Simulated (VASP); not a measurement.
# HfSn2S6 (P-3m1) in VASP: single point with PBE

Aim: the single point of HfSn2S6 with PBE.

Program: VASP 6.6.1. These are calculated values, not measurements. Logs are shortened: lines on timing, memory, paths and dates and some standing lists are left out, and cuts for length are marked.

## Step 1: The cell of the first run

Symmetry: P-3m1, No. 164, trigonal system. Conventional cell: a = 3.684 Å, b = 3.684 Å, c = 20.417 Å, α = 90.00°, β = 90.00°, γ = 120.00°. Hf (site symmetry -3m) has 6 S at 2.56 Å within 3.4 Å. Sn (site symmetry 3m) has 6 S at 2.59 Å within 3.4 Å. Within 3.4 Å of S (site symmetry 3m) lie 3 Sn at 2.59 Å. S (site symmetry 3m) has 3 Hf at 2.56 Å within 3.4 Å. S (site symmetry 3m) has 3 Sn at 2.59 Å within 3.4 Å.

## Step 2: Single point, PBE

INCAR reads:

```
SYSTEM = HfSn2S6
PREC = Accurate
ENCUT = 520
EDIFF = 1E-6
ISMEAR = 0
SIGMA = 0.1
LREAL = .False.
LASPH = .True.
NELM = 60
ALGO = Normal
ISIF = 2
LWAVE = .False.
LCHARG = .False.
GGA = PE
NBANDS = 47
```

KPOINTS reads:

```
regular mesh
0
Gamma
  6 6 1
  0 0 0
```

POSCAR reads:

```
HfSn2S6
1.0
    3.6843342000      0.0000000000      0.0000000000
   -1.8421671000      3.1907270000      0.0000000000
    0.0000000000      0.0000000000     20.4166465000
Hf Sn S
1 2 6
Direct
    0.0000000000      0.0000000000      0.0000000000
    0.0000000000      0.0000000000      0.6681740000
    0.0000000000      0.0000000000      0.3318260000
    0.3333333000      0.6666667000      0.7409120000
    0.3333333000      0.6666667000      0.0701020000
    0.3333333000      0.6666667000      0.4045610000
    0.6666667000      0.3333333000      0.9298980000
    0.6666667000      0.3333333000      0.2590880000
    0.6666667000      0.3333333000      0.5954390000
```

Potentials or basis: VASP PAW PBE potentials, release 64 (Hf_pv, Sn_d, S).

Run with:

```bash
> cat potpaw_PBE.64/Hf_pv/POTCAR potpaw_PBE.64/Sn_d/POTCAR potpaw_PBE.64/S/POTCAR > POTCAR
> mpirun -np 1 vasp_std > vasp.out
```

OUTCAR:

```text
SYSTEM = HfSn2S6
   PREC = Accurate
   ENCUT = 520
   EDIFF = 1E-6
   ISMEAR = 0
   LREAL = .False.
   LASPH = .True.
   NELM = 60
   ISIF = 2
   GGA = PE

 ion  position               nearest neighbor table
   1  0.000  0.000  0.000-   5 2.56   7 2.56   5 2.56   7 2.56   7 2.56   5 2.56
   2  0.000  0.000  0.668-   9 2.59   9 2.59   9 2.59   4 2.59   4 2.59   4 2.59
   3  0.000  0.000  0.332-   6 2.59   6 2.59   6 2.59   8 2.59   8 2.59   8 2.59
   4  0.333  0.667  0.741-   2 2.59   2 2.59   2 2.59
   5  0.333  0.667  0.070-   1 2.56   1 2.56   1 2.56
   6  0.333  0.667  0.405-   3 2.59   3 2.59   3 2.59
   7  0.667  0.333  0.930-   1 2.56   1 2.56   1 2.56
   8  0.667  0.333  0.259-   3 2.59   3 2.59   3 2.59
   9  0.667  0.333  0.595-   2 2.59   2 2.59   2 2.59

  LATTYP: Found a hexagonal cell.
 ALAT       =     3.6843342000
 C/A-ratio  =     5.5414751735

  Lattice vectors:

 A1 = (   3.6843342000,   0.0000000000,   0.0000000000)
 A2 = (  -1.8421671000,   3.1907270000,   0.0000000000)
 A3 = (   0.0000000000,   0.0000000000,  20.4166465000)

Analysis of symmetry for initial positions (statically):
=====================================================================
 Subroutine PRICEL returns:
 Original cell was already a primitive cell.

 Routine SETGRP: Setting up the symmetry group for a
 hexagonal supercell.

 Subroutine GETGRP returns: Found 12 space group operations
 (whereof 12 operations were pure point group operations)
 out of a pool of 24 trial point group operations.

The static configuration has the point symmetry D_3d.

Analysis of symmetry for dynamics (positions and initial velocities):
=====================================================================
 Subroutine PRICEL returns:
 Original cell was already a primitive cell.

 Routine SETGRP: Setting up the symmetry group for a
 hexagonal supercell.

 Subroutine GETGRP returns: Found 12 space group operations
 (whereof 12 operations were pure point group operations)
 out of a pool of 24 trial point group operations.

The dynamic configuration has the point symmetry D_3d.

 Subroutine INISYM returns: Found 12 space group operations
 (whereof 12 operations are pure point group operations),
 and found     1 'primitive' translations

----------------------------------------------------------------------------------------

                                     Primitive cell

  volume of cell :     240.0121

  direct lattice vectors                    reciprocal lattice vectors
     3.684334200  0.000000000  0.000000000     0.271419460  0.156704099  0.000000000
    -1.842167100  3.190727000  0.000000000     0.000000000  0.313408198  0.000000000
     0.000000000  0.000000000 20.416646500     0.000000000  0.000000000  0.048979640

  length of vectors
     3.684334200  3.684334189 20.416646500     0.313408197  0.313408198  0.048979640

  position of ions in fractional coordinates (direct lattice)
     0.000000000  0.000000000  0.000000000
     0.000000000  0.000000000  0.668174000
     0.000000000  0.000000000  0.331826000
     0.333333300  0.666666700  0.740912000
     0.333333300  0.666666700  0.070102000
     0.333333300  0.666666700  0.404561000
     0.666666700  0.333333300  0.929898000
     0.666666700  0.333333300  0.259088000
     0.666666700  0.333333300  0.595439000

  ion indices of the primitive-cell ions
   primitive index   ion index
                 1           1
                 2           2
                 3           3
                 4           4
                 5           5
                 6           6
                 7           7
                 8           8
                 9           9

----------------------------------------------------------------------------------------

 KPOINTS: regular mesh

Automatic generation of k-mesh.
 Grid dimensions read from file:
 generate k-points for:    6    6    1

 Generating k-lattice:

  Cartesian coordinates                     Fractional coordinates (reciprocal lattice)
     0.045236577  0.026117350  0.000000000     0.166666667 -0.000000000  0.000000000
     0.000000000  0.052234700  0.000000000     0.000000000  0.166666667  0.000000000
     0.000000000  0.000000000  0.048979640     0.000000000  0.000000000  1.000000000

  Length of vectors
     0.052234700  0.052234700  0.048979640

  Shift w.r.t. Gamma in fractional coordinates (k-lattice)
     0.000000000  0.000000000  0.000000000

 Subroutine IBZKPT returns following result:
 ===========================================

 Found      7 irreducible k-points:

 Following reciprocal coordinates:
            Coordinates               Weight
  0.000000  0.000000  0.000000      1.000000
  0.166667 -0.000000  0.000000      6.000000
  0.333333  0.000000  0.000000      6.000000
  0.500000  0.000000  0.000000      3.000000
  0.166667  0.166667  0.000000      6.000000
  0.333333  0.166667  0.000000     12.000000
  0.333333  0.333333  0.000000      2.000000
   k-points           NKPTS =      7   k-points in BZ     NKDIM =      7   number of bands    NBANDS=     47
   number of dos      NEDOS =    301   number of ions     NIONS =      9
   total plane-waves  NPLWV = 125440
   dimension x,y,z NGX =    28 NGY =   28 NGZ =  160
   dimension x,y,z NGXF=    56 NGYF=   56 NGZF=  320
   ions per type =               1   2   6
   NGX,Y,Z   is equivalent  to a cutoff of  12.63, 12.63, 13.03 a.u.
   NGXF,Y,Z  is equivalent  to a cutoff of  25.27, 25.27, 26.06 a.u.
 SYSTEM =  HfSn2S6
   PREC   = accura    normal or accurate (medium, high low for compatibility)
   ISTART =      0    job   : 0-new  1-cont  2-samecut
   ICHARG =      2    charge: 1-file 2-atom 10-const
   ISPIN  =      1    spin polarized calculation?
   LNONCOLLINEAR =      F non collinear calculations
   LSORBIT =      F    spin-orbit coupling
   LASPH  =      T    aspherical Exc in radial PAW
   ENCUT  =  520.0 eV  38.22 Ry    6.18 a.u.   6.85  6.85 37.96*2*pi/ulx,y,z
   NELM   =     60;   NELMIN=  2; NELMDL= -5     # of ELM steps
   EDIFF  = 0.1E-05   stopping-criterion for ELM
   LREAL  =      F    real-space projection
   EDIFFG = 0.1E-04   stopping-criterion for IOM
   NSW    =      0    number of steps for IOM
   IBRION =     -1    ionic relax: 0-MD 1-quasi-New 2-CG
   NFREE  =      0    steps in history (QN), initial steepest desc. (CG)
   ISIF   =      2    stress and relaxation
   ISYM   =      2    0-nonsym 1-usesym 2-fastsym
   POTIM  = 0.5000    time-step for ionic-motion
   TEBEG  =    0.0;   TEEND  =   0.0 temperature during run
   PSTRESS=    0.0 pullay stress
   NELECT =      74.0000    total number of electrons
   NUPDOWN=      -1.0000    fix difference up-down
   EMIN   =  10.00;   EMAX   =-10.00  energy-range for DOS
   EFERMI =   0.00;   METHOD = LEGACY
   ISMEAR =     0;   SIGMA  =   0.10  broadening in eV -4-tet -1-fermi 0-gaus
   EFERMI_NEDOS =   21; number of points for ismear=-14 and -15
   IALGO  =     38    algorithm
   IMIX   =      4    mixing-type and parameters
     AMIX     =   0.40;   BMIX     =  1.00
     AMIX_MAG =   1.60;   BMIX_MAG =  1.00
  volume/ion in A,a.u.               =      26.67       179.96
  Fermi-wavevector in a.u.,A,eV,Ry     =   1.105964  2.089969 16.642057  1.223157
  Thomas-Fermi vector in A             =   2.242459
   LORBIT       =      0    0 simple, 1 ext, 2 COOP (PROOUT), +10 PAW based schemes
   GGA     = PE    functional components
   LHFCALC =     F    Hartree Fock is set to
   AEXX    =    0.0000 exact exchange contribution
   IVDW    =     0    specifies the selected vdW correction
   LEPSILON=     F    determine dielectric tensor
   LRPA    =     F    only Hartree local field effects (RPA)
 non-spin polarized calculation
 Gauss-broadening in eV      SIGMA  =   0.10
  energy-cutoff  :      520.00
  volume of cell :      240.01
 maximum number of plane-waves:      6502
 NGX is ok and might be reduce to    28
   NGX = 13   NGY = 13   NGZ = 75

 number of electron      74.0000014 magnetization

 Free energy of the ion-electron system (eV)
  ---------------------------------------------------
  ext. energy  EPLUGINS =         0.00000000
  ---------------------------------------------------
  free energy    TOTEN  =       -49.34694050 eV

  energy without entropy =      -49.34694050  energy(sigma->0) =      -49.34694050

 E-fermi :   3.1109     XC(G=0):  -8.6239

 val. band max:        2.5937300243   @ k =   0.0000   0.0000   0.0000
 cond. band min:       3.8356179373   @ k =   0.5000   0.0000   0.0000
 fundamental gap:      1.2418879130
 Fermi energy:         3.1108798294

 k-point     1 :       0.0000    0.0000    0.0000
  band No.  band energies     occupation
      1     -28.1037      2.00000
      2     -27.9935      2.00000
      3     -27.9935      2.00000
      4     -18.4626      2.00000
      5     -18.4626      2.00000
      6     -18.4626      2.00000
[... 39 lines left out ...]
     46       7.7246      0.00000
     47       7.7441      0.00000

 k-point     2 :       0.1667   -0.0000    0.0000
  band No.  band energies     occupation
      1     -28.0960      2.00000
      2     -28.0344      2.00000
      3     -28.0028      2.00000
      4     -18.4776      2.00000
      5     -18.4776      2.00000
      6     -18.4491      2.00000
[... 39 lines left out ...]
     46       7.9304      0.00000
     47       8.1343      0.00000

 k-point     3 :       0.3333    0.0000    0.0000
  band No.  band energies     occupation
      1     -28.1156      2.00000
      2     -28.0800      2.00000
      3     -28.0212      2.00000
      4     -18.5130      2.00000
      5     -18.5130      2.00000
      6     -18.4341      2.00000
[... 189 lines left out ...]
     46       8.3250      0.00000
     47       8.5819      0.00000

 k-point     7 :       0.3333    0.3333    0.0000
  band No.  band energies     occupation
      1     -28.1053      2.00000
      2     -28.1053      2.00000
      3     -28.0689      2.00000
      4     -18.4818      2.00000
      5     -18.4818      2.00000
      6     -18.4818      2.00000
[... 39 lines left out ...]
     46       8.5270      0.00000
     47       8.6957      0.00000

------------------------ aborting loop because EDIFF is reached ----------------------------------------

  FORCE on cell =-STRESS in cart. coord.  units (eV):
  Direction    XX          YY          ZZ          XY          YZ          ZX
  --------------------------------------------------------------------------------------
  -------------------------------------------------------------------------------------
  Total       -0.2432966     -0.2432966     -0.3119174      0.0000000      0.0000000      0.0000000
  in kB       -1.6241032     -1.6241032     -2.0821741      0.0000000      0.0000000      0.0000000
  external PRESSURE =      -1.7767935 kB  Pullay stress =       0.0000000 kB

 VOLUME and BASIS-vectors are now :
 -----------------------------------------------------------------------------
  energy-cutoff  :      520.00
  volume of cell :      240.01
      direct lattice vectors                 reciprocal lattice vectors
     3.684334200  0.000000000  0.000000000     0.271419460  0.156704099  0.000000000
    -1.842167100  3.190727000  0.000000000     0.000000000  0.313408198  0.000000000
     0.000000000  0.000000000 20.416646500     0.000000000  0.000000000  0.048979640

 POSITION                                       TOTAL-FORCE (eV/Angst)
 -----------------------------------------------------------------------------------
      0.00000      0.00000      0.00000        -0.000000      0.000000      0.000000
      0.00000      0.00000     13.64187        -0.000000     -0.000000      0.000161
      0.00000      0.00000      6.77477        -0.000000      0.000000     -0.000161
     -0.00000      2.12715     15.12694        -0.000000     -0.000000     -0.020012
     -0.00000      2.12715      1.43125        -0.000000      0.000000     -0.071153
     -0.00000      2.12715      8.25978         0.000000      0.000000     -0.020031
      1.84217      1.06358     18.98540         0.000000     -0.000000      0.071153
      1.84217      1.06358      5.28971        -0.000000      0.000000      0.020012
      1.84217      1.06358     12.15687         0.000000      0.000000      0.020031
 -----------------------------------------------------------------------------------
    total drift:                               -0.000000     -0.000000      0.000000

  FREE ENERGIE OF THE ION-ELECTRON SYSTEM (eV)
  ---------------------------------------------------
  free  energy   TOTEN  =       -49.3469405018 eV

  energy  without entropy=      -49.3469405018  energy(sigma->0) =      -49.34694050
```

It took 1.9 min on 1 thread of AMD EPYC 7R43 (Zen 3), shared host; peak memory 0.33 GiB.

Results:

```yaml
Free_energy: -49.3469 eV
Pressure: -0.2 GPa
Largest_force: 0.071 eV/Å
Band_gap_on_the_k_mesh: 1.24 eV, indirect (least direct gap 1.78 eV)
```

Forces on the atoms (eV/Å):
```
Hf   0.000  0.000  0.000
Sn   0.000  0.000  0.000
Sn   0.000  0.000  0.000
S    0.000  0.000 -0.020
S    0.000  0.000 -0.071
S    0.000  0.000 -0.020
S    0.000  0.000  0.071
S    0.000  0.000  0.020
S    0.000  0.000  0.020
```

Caveat: spin-orbit coupling is left out, which moves the levels of the heavy elements; this functional lacks dispersion, which binds the layers, so the pressure and a relaxed spacing across them are unreliable. A k mesh can miss the band edges.
